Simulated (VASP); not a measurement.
# Cl (Im-3m) in VASP: relaxation of cell and atoms with LDA

Aim: the relaxation of cell and atoms of Cl with LDA.

Program: VASP 6.6.1. These are calculated values, not measurements. Logs are shortened: lines on timing, memory, paths and dates and some standing lists are left out, and cuts for length are marked.

## (1) The cell of the first run

Symmetry: Im-3m, No. 229, cubic system. The conventional cell has a = 3.550 Å, b = 3.550 Å, c = 3.550 Å, α = 90.00°, β = 90.00°, γ = 90.00°. Within 4.0 Å of Cl (site symmetry m-3m) lie 14 Cl at 3.07 to 3.55 Å.

## (2) Relaxation of cell and atoms, LDA

File INCAR:

```
SYSTEM = Cl
PREC     = Accurate       ! precision mode
ENCUT    = 600            ! plane-wave cutoff, eV
EDIFF    = 1E-6           ! SCF threshold, eV
ISMEAR   = -1             ! smearing method
SIGMA    = 0.05           ! smearing width, eV
LREAL    = .FALSE.        ! projectors in reciprocal space
LASPH    = .TRUE.         ! aspherical terms in the spheres
NELM     = 60             ! most SCF steps
ALGO     = Normal         ! electronic algorithm
ISIF     = 3              ! what is computed and relaxed
LWAVE    = .FALSE.        ! write WAVECAR
LCHARG   = .FALSE.        ! write CHGCAR
IBRION   = 2              ! ionic algorithm
NSW      = 80             ! ionic steps
EDIFFG   = -0.01          ! ionic threshold
```

File KPOINTS:

```
Automatic mesh
0
G
  16 16 16
  0 0 0
```

File POSCAR:

```
Cl
1.0
    1.7750000000      1.7750000000      1.7750000000
   -1.7750000000      1.7750000000      1.7750000000
   -1.7750000000     -1.7750000000      1.7750000000
Cl
1
Direct
    0.0000000000      0.0000000000      0.0000000000
```

Potentials or basis: VASP PAW LDA potentials, release 64 (Cl).

Launch:

```console
$ cat potpaw_LDA.64/Cl/POTCAR > POTCAR
$ mpirun -np 1 vasp_std > vasp.out
```

OUTCAR:

```text
SYSTEM = Cl
   PREC = Accurate
   ENCUT = 600
   EDIFF = 1E-6
   ISMEAR = -1
   LREAL = .FALSE.
   LASPH = .TRUE.
   NELM = 60
   ISIF = 3
   IBRION = 2
   NSW = 80
   EDIFFG = -0.01

 ion  position               nearest neighbor table
   1  0.000  0.000  0.000-

  LATTYP: Found a body centered cubic cell.
 ALAT       =     3.5500000000

  Lattice vectors:

 A1 = (   1.7750000000,  -1.7750000000,  -1.7750000000)
 A2 = (   1.7750000000,   1.7750000000,   1.7750000000)
 A3 = (  -1.7750000000,  -1.7750000000,   1.7750000000)

Analysis of symmetry for initial positions (statically):
=====================================================================
 Subroutine PRICEL returns:
 Original cell was already a primitive cell.

 Routine SETGRP: Setting up the symmetry group for a
 body centered cubic supercell.

 Subroutine GETGRP returns: Found 48 space group operations
 (whereof 48 operations were pure point group operations)
 out of a pool of 48 trial point group operations.

The static configuration has the point symmetry O_h .

Analysis of symmetry for dynamics (positions and initial velocities):
=====================================================================
 Subroutine PRICEL returns:
 Original cell was already a primitive cell.

 Routine SETGRP: Setting up the symmetry group for a
 body centered cubic supercell.

 Subroutine GETGRP returns: Found 48 space group operations
 (whereof 48 operations were pure point group operations)
 out of a pool of 48 trial point group operations.

The dynamic configuration has the point symmetry O_h .

 Subroutine INISYM returns: Found 48 space group operations
 (whereof 48 operations are pure point group operations),
 and found     1 'primitive' translations

----------------------------------------------------------------------------------------

                                     Primitive cell

  volume of cell :      22.3694

  direct lattice vectors                    reciprocal lattice vectors
     1.775000000  1.775000000  1.775000000     0.281690141  0.000000000  0.281690141
    -1.775000000  1.775000000  1.775000000    -0.281690141  0.281690141  0.000000000
    -1.775000000 -1.775000000  1.775000000     0.000000000 -0.281690141  0.281690141

  length of vectors
     3.074390183  3.074390183  3.074390183     0.398370018  0.398370018  0.398370018

  position of ions in fractional coordinates (direct lattice)
     0.000000000  0.000000000  0.000000000

  ion indices of the primitive-cell ions
   primitive index   ion index
                 1           1

----------------------------------------------------------------------------------------

 KPOINTS: Automatic mesh

Automatic generation of k-mesh.
 Grid dimensions read from file:
 generate k-points for:   16   16   16

 Generating k-lattice:

  Cartesian coordinates                     Fractional coordinates (reciprocal lattice)
     0.017605634  0.000000000  0.017605634     0.062500000  0.000000000  0.000000000
    -0.017605634  0.017605634  0.000000000     0.000000000  0.062500000  0.000000000
     0.000000000 -0.017605634  0.017605634     0.000000000  0.000000000  0.062500000

  Length of vectors
     0.024898126  0.024898126  0.024898126

  Shift w.r.t. Gamma in fractional coordinates (k-lattice)
     0.000000000  0.000000000  0.000000000

 Subroutine IBZKPT returns following result:
 ===========================================

 Found    145 irreducible k-points:

 Following reciprocal coordinates:
            Coordinates               Weight
  0.000000  0.000000  0.000000      1.000000
  0.062500  0.000000  0.000000     12.000000
  0.125000  0.000000  0.000000     12.000000
  0.187500  0.000000  0.000000     12.000000
  0.250000  0.000000  0.000000     12.000000
  0.312500  0.000000  0.000000     12.000000
[... 16 lines left out ...]
  0.375000  0.187500  0.000000     24.000000
  0.437500  0.187500  0.000000     48.000000
 [... further k-points ...]
   k-points           NKPTS =    145   k-points in BZ     NKDIM =    145   number of bands    NBANDS=      7
   number of dos      NEDOS =    301   number of ions     NIONS =      1
   total plane-waves  NPLWV =  21952
   dimension x,y,z NGX =    28 NGY =   28 NGZ =   28
   dimension x,y,z NGXF=    56 NGYF=   56 NGZF=   56
   ions per type =               1
   NGX,Y,Z   is equivalent  to a cutoff of  15.14, 15.14, 15.14 a.u.
   NGXF,Y,Z  is equivalent  to a cutoff of  30.28, 30.28, 30.28 a.u.
 SYSTEM =  Cl
   PREC   = accura    normal or accurate (medium, high low for compatibility)
   ISTART =      0    job   : 0-new  1-cont  2-samecut
   ICHARG =      2    charge: 1-file 2-atom 10-const
   ISPIN  =      1    spin polarized calculation?
   LNONCOLLINEAR =      F non collinear calculations
   LSORBIT =      F    spin-orbit coupling
   LASPH  =      T    aspherical Exc in radial PAW
   ENCUT  =  600.0 eV  44.10 Ry    6.64 a.u.   6.14  6.14  6.14*2*pi/ulx,y,z
   NELM   =     60;   NELMIN=  2; NELMDL= -5     # of ELM steps
   EDIFF  = 0.1E-05   stopping-criterion for ELM
   LREAL  =      F    real-space projection
   EDIFFG = -.1E-01   stopping-criterion for IOM
   NSW    =     80    number of steps for IOM
   IBRION =      2    ionic relax: 0-MD 1-quasi-New 2-CG
   NFREE  =      1    steps in history (QN), initial steepest desc. (CG)
   ISIF   =      3    stress and relaxation
   ISYM   =      2    0-nonsym 1-usesym 2-fastsym
   POTIM  = 0.5000    time-step for ionic-motion
   TEBEG  =    0.0;   TEEND  =   0.0 temperature during run
   PSTRESS=    0.0 pullay stress
   NELECT =       7.0000    total number of electrons
   NUPDOWN=      -1.0000    fix difference up-down
   EMIN   =  10.00;   EMAX   =-10.00  energy-range for DOS
   EFERMI =   0.00;   METHOD = LEGACY
   ISMEAR =    -1;   SIGMA  =   0.05  broadening in eV -4-tet -1-fermi 0-gaus
   EFERMI_NEDOS =   21; number of points for ismear=-14 and -15
   IALGO  =     38    algorithm
   IMIX   =      4    mixing-type and parameters
     AMIX     =   0.40;   BMIX     =  1.00
     AMIX_MAG =   1.60;   BMIX_MAG =  1.00
  volume/ion in A,a.u.               =      22.37       150.96
  Fermi-wavevector in a.u.,A,eV,Ry     =   1.111448  2.100332 16.807504  1.235317
  Thomas-Fermi vector in A             =   2.248011
   LORBIT       =      0    0 simple, 1 ext, 2 COOP (PROOUT), +10 PAW based schemes
   GGA     = CA    functional components
   LHFCALC =     F    Hartree Fock is set to
   AEXX    =    0.0000 exact exchange contribution
   IVDW    =     0    specifies the selected vdW correction
   LEPSILON=     F    determine dielectric tensor
   LRPA    =     F    only Hartree local field effects (RPA)
 conjugate gradient relaxation of ions
 non-spin polarized calculation
  energy-cutoff  :      600.00
  volume of cell :       22.37
 maximum number of plane-waves:       767
 NGX is ok and might be reduce to    28
   NGX = 13   NGY = 13   NGZ = 13

--------------------------------------- Ionic step        1  -------------------------------------------

 number of electron       7.0000001 magnetization

 Free energy of the ion-electron system (eV)
  ---------------------------------------------------
  ext. energy  EPLUGINS =         0.00000000
  ---------------------------------------------------
  free energy    TOTEN  =        -1.49650511 eV

  energy without entropy =       -1.47758684  energy(sigma->0) =       -1.48704598

 E-fermi :   1.0790     XC(G=0):  -9.7525

 val. band max:        1.0751470906   @ k =   0.2500   0.0625   0.0000
 cond. band min:       1.0848892231   @ k =  -0.3750   0.3125   0.0625
 fundamental gap:      0.0097421325
 Fermi energy:         1.0790232554

 k-point     1 :       0.0000    0.0000    0.0000
  band No.  band energies     occupation
      1     -13.9412      2.00000
      2       1.6956      0.00001
      3       1.6956      0.00001
      4       1.6956      0.00001
      5      10.0988      0.00000
      6      15.0994      0.00000
      7      15.0994      0.00000

 k-point     2 :       0.0625    0.0000    0.0000
  band No.  band energies     occupation
      1     -13.8935      2.00000
      2       1.4543      0.00110
      3       1.6348      0.00003
      4       1.6880      0.00001
      5      10.3346      0.00000
      6      14.9085      0.00000
      7      15.0142      0.00000

 k-point     3 :       0.1250    0.0000    0.0000
  band No.  band energies     occupation
      1     -13.7539      2.00000
      2       0.8201      1.98878
      3       1.4677      0.00084
      4       1.6661      0.00002
      5      10.8996      0.00000
      6      14.4336      0.00000
      7      14.6776      0.00000
[... 542 lines left out ...]
 VOLUME and BASIS-vectors are now :
 -----------------------------------------------------------------------------
  energy-cutoff  :      600.00
  volume of cell :       18.43
      direct lattice vectors                 reciprocal lattice vectors
     1.663931630  1.663931630  1.663931630     0.300493116  0.000000000  0.300493116
    -1.663931630  1.663931630  1.663931630    -0.300493116  0.300493116  0.000000000
    -1.663931630 -1.663931630  1.663931630     0.000000000 -0.300493116  0.300493116

 POSITION                                       TOTAL-FORCE (eV/Angst)
 -----------------------------------------------------------------------------------
      0.00000      0.00000      0.00000        -0.000000      0.000000     -0.000000
 -----------------------------------------------------------------------------------
    total drift:                                0.000000      0.000000      0.000000

  FREE ENERGIE OF THE ION-ELECTRON SYSTEM (eV)
  ---------------------------------------------------
  free  energy   TOTEN  =        -1.6000987327 eV

  energy  without entropy=       -1.5865709712  energy(sigma->0) =       -1.59333485

--------------------------------------- Ionic step        4  -------------------------------------------

 number of electron       7.0000000 magnetization

 Free energy of the ion-electron system (eV)
  ---------------------------------------------------
  ext. energy  EPLUGINS =         0.00000000
  ---------------------------------------------------
  free energy    TOTEN  =        -1.60018178 eV

  energy without entropy =       -1.58678753  energy(sigma->0) =       -1.59348465

 E-fermi :   3.5418     XC(G=0): -10.6785

 val. band max:        3.5390740201   @ k =  -0.4375   0.1875  -0.0000
 cond. band min:       3.5420442887   @ k =   0.5000   0.2500   0.0000
 fundamental gap:      0.0029702685
 Fermi energy:         3.5417930035

 k-point     1 :       0.0000    0.0000    0.0000
  band No.  band energies     occupation
      1     -12.9324      2.00000
      2       4.4357      0.00000
      3       4.4357      0.00000
      4       4.4357      0.00000
      5      14.0992      0.00000
      6      17.5332      0.00000
      7      17.5332      0.00000

 k-point     2 :       0.0625    0.0000    0.0000
  band No.  band energies     occupation
      1     -12.8649      2.00000
      2       4.1167      0.00002
      3       4.3459      0.00000
      4       4.4233      0.00000
      5      14.3679      0.00000
      6      17.3093      0.00000
      7      17.4575      0.00000

 k-point     3 :       0.1250    0.0000    0.0000
  band No.  band energies     occupation
      1     -12.6658      2.00000
      2       3.2797      1.98947
      3       4.1027      0.00003
      4       4.3878      0.00000
      5      14.8869      0.00000
      6      16.7549      0.00000
      7      17.2443      0.00000
[... 223 lines left out ...]
 VOLUME and BASIS-vectors are now :
 -----------------------------------------------------------------------------
  energy-cutoff  :      600.00
  volume of cell :       18.33
      direct lattice vectors                 reciprocal lattice vectors
     1.661021774  1.661021774  1.661021774     0.301019534  0.000000000  0.301019534
    -1.661021774  1.661021774  1.661021774    -0.301019534  0.301019534  0.000000000
    -1.661021774 -1.661021774  1.661021774     0.000000000 -0.301019534  0.301019534

 POSITION                                       TOTAL-FORCE (eV/Angst)
 -----------------------------------------------------------------------------------
     -1.66102     -1.66102      1.66102         0.000000      0.000000     -0.000000
 -----------------------------------------------------------------------------------
    total drift:                               -0.000000     -0.000000      0.000000

  FREE ENERGIE OF THE ION-ELECTRON SYSTEM (eV)
  ---------------------------------------------------
  free  energy   TOTEN  =        -1.6001817781 eV

  energy  without entropy=       -1.5867875265  energy(sigma->0) =       -1.59348465

 reached required accuracy - stopping structural energy minimisation
```

Wall time 63 s (1 thread of Intel Xeon Platinum 8259CL at 2.50GHz (Skylake/Cascade Lake), shared host); peak memory 0.15 GiB.

What came out:

| Quantity | Value |
| --- | --- |
| Free energy | -1.6002 eV |
| Relaxed volume | 18.33 Å³/atom |
| Relaxed cell | a = 2.877 Å, b = 2.877 Å, c = 2.877 Å, α = 70.53°, β = 109.47°, γ = 70.53° |
| Space group after relaxing (to 0.1 Å) | Im-3m (No. 229) |
| Energy gained by relaxing | 103.7 meV/atom |
| Ionic steps | 4 |
| Pressure after relaxing | 0.0 GPa |
| Band gap on the k mesh | zero (an odd number of electrons rules out a gap without spin polarisation) |

The path:
| step | energy change (eV) | largest force (eV/Å) | pressure (GPa) | volume (Å³) |
| --- | --- | --- | --- | --- |
| 1 | 0.0000 | 0.0000 | -6.72 | 22.37 |
| 2 | -0.0928 | 0.0000 | -2.89 | 19.47 |
| 3 | -0.1036 | 0.0000 | -0.26 | 18.43 |
| 4 | -0.1037 | 0.0000 | 0.01 | 18.33 |

Final structure:
```
Cl
1.0
     1.66102    1.66102    1.66102
    -1.66102    1.66102    1.66102
    -1.66102   -1.66102    1.66102
Cl
1
Direct
  0.00000 0.00000 0.00000
```

Caveat: the volume moved by over 15 % at a fixed basis, so the end points are rough; an odd number of electrons without spin polarisation forces a metal; a magnetic or distorted state may lie lower.
